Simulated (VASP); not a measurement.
A run of VASP 6.6.1 is set up as follows.

The input INCAR:

```
  PREC = Accurate
  ENCUT = 520
  EDIFF = 1E-6
  ISMEAR = -1
  SIGMA = 0.1
  LREAL = False
  LASPH = True
  NELM = 60
  ALGO = Normal
  ISIF = 2
  LWAVE = False
  LCHARG = False
  GGA = B5
  ALDAX = 1.0
  AGGAX = 1.0
  AGGAC = 1.0
  ALDAC = 0.0
  NBANDS = 28
```

KPOINTS

```
regular mesh
0
Gamma
  16 16 5
```

The input POSCAR:

```
Ni
1.0
    2.4909436822      0.0000000000      0.0000000000
   -1.2454718411      2.1572205082      0.0000000000
    0.0000000000      0.0000000000      8.1681538416
Ni
4
Direct
    0.0000000000      1.0000000000      0.0000000000
    0.0000000000      1.0000000000      0.5000000000
    0.3333333333      0.6666666667      0.2500000000
    0.6666666667      0.3333333333      0.7500000000
```

Potentials or basis: VASP PAW PBE potentials, release 64 (Ni).

The run is started by

```sh
$ cat potpaw_PBE.64/Ni/POTCAR > POTCAR
$ mpirun -np 1 vasp_std > vasp.out
```

Q: Estimate the pressure.

A: 7.9 GPa.

Q: Estimate the band gap on the k mesh.

A: Zero (bands 20 and 21 overlap by 0.58 eV).

Stress tensor (GPa, compression positive):
```
7.89 0.00 0.00
0.00 7.89 0.00
0.00 0.00 7.80
```

Caveat: the cell stands under pressure; the PAW data sets were made with another functional, which shifts forces and pressure a little; the run has no spin polarisation, though such a crystal can be magnetic. Spin polarisation is off, so any magnetic state and its effect on volume and gap are missing.
